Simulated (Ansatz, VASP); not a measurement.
## Si2SbPt2 in VASP and in Ansatz

Contents of POSCAR:

```
Si2SbPt2
1.0
    4.2228990000      0.0000000000      0.0000000000
    0.0000000000      4.2228990000      0.0000000000
    0.0000000000      0.0000000000      9.9066010000
Pt Si Sb
4 4 2
Direct
    0.0000000000      0.0000000000      0.0000000000
    0.5000000000      0.5000000000      0.0000000000
    0.0000000000      0.5000000000      0.3760000000
    0.5000000000      0.0000000000      0.6240000000
    0.0000000000      0.0000000000      0.5000000000
    0.5000000000      0.5000000000      0.5000000000
    0.0000000000      0.5000000000      0.1310000000
    0.5000000000      0.0000000000      0.8690000000
    0.0000000000      0.5000000000      0.7440000000
    0.5000000000      0.0000000000      0.2560000000
```

The input INCAR.step1:

```
PREC = Accurate ; ENCUT = 520
ISMEAR = 1 ; SIGMA = 0.1038
LREAL = F ; LASPH = T
NELM = 80 ; NBANDS = 44
GGA = PE ; ALGO = Normal
EDIFF = 1E-4 ; LWAVE = T
LCHARG = F
```

Contents of INCAR.step2:

```
PREC = Accurate ; ENCUT = 520
EDIFF = 1E-7 ; ISMEAR = 1
SIGMA = 0.1038 ; LREAL = F
LASPH = T ; NELM = 80
ALGO = Normal ; ISIF = 2
LWAVE = F ; LCHARG = F
METAGGA = R2SCAN ; LMIXTAU = T
NBANDS = 44 ; ISTART = 1
```

File KPOINTS:

```
Automatic mesh
0
Gamma
  6 6 3
```

Input for Ansatz:

```yaml
crystal:
  lattice:
    - [4.222899, 0.0, 0.0]
    - [0.0, 4.222899, 0.0]
    - [0.0, 0.0, 9.906601]
  atoms:
    - { symbol: Pt, position: [0.0, 0.0, 0.0] }
    - { symbol: Pt, position: [0.5, 0.5, 0.0] }
    - { symbol: Si, position: [0.0, 0.0, 0.5] }
    - { symbol: Si, position: [0.5, 0.5, 0.5] }
    - { symbol: Pt, position: [0.0, 0.5, 0.376] }
    - { symbol: Pt, position: [0.5, 0.0, 0.624] }
    - { symbol: Si, position: [0.0, 0.5, 0.131] }
    - { symbol: Si, position: [0.5, 0.0, 0.869] }
    - { symbol: Sb, position: [0.0, 0.5, 0.744] }
    - { symbol: Sb, position: [0.5, 0.0, 0.256] }
  symmetry: { tolerance: 0.0003 }
kpoints:
  mp_grid: { grid: [6, 6, 3], shift: [0, 0, 0] }
  band_path:
    path:
      - [0.0, 0.0, 0.0]
      - [0.0, 0.5, 0.0]
      - [0.5, 0.5, 0.0]
      - [0.0, 0.0, 0.0]
      - [0.0, 0.0, 0.5]
      - [0.0, 0.5, 0.5]
      - [0.5, 0.5, 0.5]
      - [0.0, 0.0, 0.5]
      - [0.0, 0.5, 0.0]
      - [0.0, 0.5, 0.5]
      - [0.5, 0.5, 0.0]
    npoints: 6
magnetization:
  spin_polarized: false
scf:
  occupations: { method: cold, width: 0.1038 }
  lower_state_search: "off"
  max_iter: 200
hamiltonian:
  pseudopotentials: { kind: paw }
  xc: r2scan
basis:
  ecutwfc: 500
  fft_grid_basis: typed
output:
  forces: true
  stress: true
  eigenvalues: true
  bader: true
  populations: true
  elf: true
  write_potential: true
  volumetric_format: npy
  dos:
    e_range: [-12, 8]
    de: 0.05
    projected: { site_lists: { Pt: [Pt], Sb: [Sb], Si: [Si] } }
checkpoint:
  read: saved_state
```

Alike in both runs: task single point; functional r2SCAN; k mesh 6 × 6 × 3; no spin polarisation.

|  | VASP | Ansatz |
| --- | --- | --- |
| version | VASP 6.6.1 | Ansatz 0.2.0 |
| potentials or method | VASP PAW PBE potentials, release 64 (Pt, Si, Sb), cutoff 520 eV | PAW plane waves |
| occupations | methfessel-paxton of order 1, width 0.1038 eV | cold, width 0.1038 eV |
| valence electrons in the cell | 66 | 118 |

|  | VASP | Ansatz | Ansatz less VASP |
| --- | --- | --- | --- |
| pressure (GPa) | -0.7 | -0.7 | -0.02 |
| rms of the force components (eV/Å) | 0.191 | 0.193 | +0.0022 |

VASP's potentials were made for PBE, not for r2SCAN. VASP's potentials hold 66 valence electrons a cell and Ansatz's 118, so a difference there can come from the potentials and not from the codes.

Spin-orbit coupling is off throughout.
